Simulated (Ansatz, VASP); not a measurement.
## One calculation of H3CF, two programs

```
C F H
1.0
    14.00000    0.00000    0.00000
     0.00000   14.50000    0.00000
     0.00000    0.00000   15.00000
C F H
1 1 3
Direct
  0.47118 0.48902 0.48496
  0.56911 0.47487 0.47395
  0.45296 0.47909 0.55554
  0.45366 0.55968 0.46419
  0.43230 0.43908 0.44353
```

Alike in both runs: functional PBE; dispersion D3(BJ); k mesh 1 × 1 × 1; occupations gaussian, width 0.005 eV; no spin polarisation.

Ansatz relaxed the structure, and its values are those at the end. VASP's run is a single point on that final structure, the one shown.

|  | VASP | Ansatz |
| --- | --- | --- |
| version | VASP 6.6.1 | Ansatz 0.2.0 |
| potentials or method | VASP PAW PBE potentials, release 64 (C_h, F_h, H_h), cutoff 910 eV | scalar-relativistic, plane waves, PAW |
| valence electrons in the cell | 14 | 14 |

|  | VASP | Ansatz | Ansatz less VASP |
| --- | --- | --- | --- |
| gap on the k mesh at the Fermi level (eV) | 7.58 | 7.57 | -0.007 |
| rms of the force components (eV/Å) | 0.021 | 0.001 | -0.0200 |

Noted on VASP's run: the cutoff is short for stress, so the pressure is rough.
